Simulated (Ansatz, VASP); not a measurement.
**Two plane-wave programs on MgO**

File INCAR:

```
SYSTEM = MgO
  PREC = Accurate
  ENCUT = 520
  EDIFF = 1E-6
  ISMEAR = 0
  SIGMA = 0.05
  LREAL = .FALSE.
  LASPH = .TRUE.
  NELM = 80
  ALGO = Normal
  ISIF = 2
  LWAVE = .FALSE.
  LCHARG = .FALSE.
  GGA = PS
  NBANDS = 16
```

File KPOINTS:

```
regular mesh
0
G
  9 9 6
  0 0 0
```

POSCAR

```
MgO
1.0
    3.1300000000      0.0000000000      0.0000000000
   -1.5650000000      2.7106595138      0.0000000000
    0.0000000000      0.0000000000      4.7182000000
Mg O
2 2
Direct
    0.3333333333      0.6666666667      0.0036583380
    0.6666666667      0.3333333333      0.5036583380
    0.3333333333      0.6666666667      0.4009416620
    0.6666666667      0.3333333333      0.9009416620
```

Input for Ansatz:

```yaml
crystal:
  lattice:
    - [3.13, 0.0, 0.0]
    - [-1.565, 2.7106595138, 0.0]
    - [0.0, 0.0, 4.7182]
  atoms:
    - { symbol: Mg, position: [0.3333333333, 0.6666666667, 0.003658338] }
    - { symbol: Mg, position: [0.6666666667, 0.3333333333, 0.503658338] }
    - { symbol: O, position: [0.3333333333, 0.6666666667, 0.400941662] }
    - { symbol: O, position: [0.6666666667, 0.3333333333, 0.900941662] }
basis:
  ecutwfc: 520.0
kpoints:
  mp_grid: { grid: [9, 9, 6] }
hamiltonian:
  xc: pbesol
  pseudopotentials: { kind: paw, azcp: { folder: soft_1 } }
scf:
  occupations: { method: gaussian, width: 0.05 }
output:
  forces: true
  stress: true
  eigenvalues: true
```

Alike in both runs: task single point; functional PBEsol; k mesh 9 × 9 × 6; occupations gaussian, width 0.05 eV; no spin polarisation.

|  | VASP | Ansatz |
| --- | --- | --- |
| version | VASP 6.6.1 | Ansatz 0.2.0 |
| potentials or method | VASP PAW PBE potentials, release 64 (Mg, O), cutoff 520 eV | scalar-relativistic, plane waves, PAW |
| valence electrons in the cell | 16 | 32 |

Ansatz gave:

| Item | Value |
| --- | --- |
| gap on the k mesh at the Fermi level (eV) | 4.33 |
| least direct gap on the mesh (eV) | 4.33 |
| rms of the force components (eV/Å) | 0.193 |

Q: Estimate VASP's values.

A: gap on the k mesh at the Fermi level (eV): 4.33; least direct gap on the mesh (eV): 4.33; rms of the force components (eV/Å): 0.197.

VASP's potentials were made for PBE, not for PBEsol, and Ansatz warns of the same on its side. Atom by atom the forces differ by 0.004 eV/Å (rms over components). VASP's potentials hold 16 valence electrons a cell and Ansatz's 32, so a difference there can come from the potentials and not from the codes.
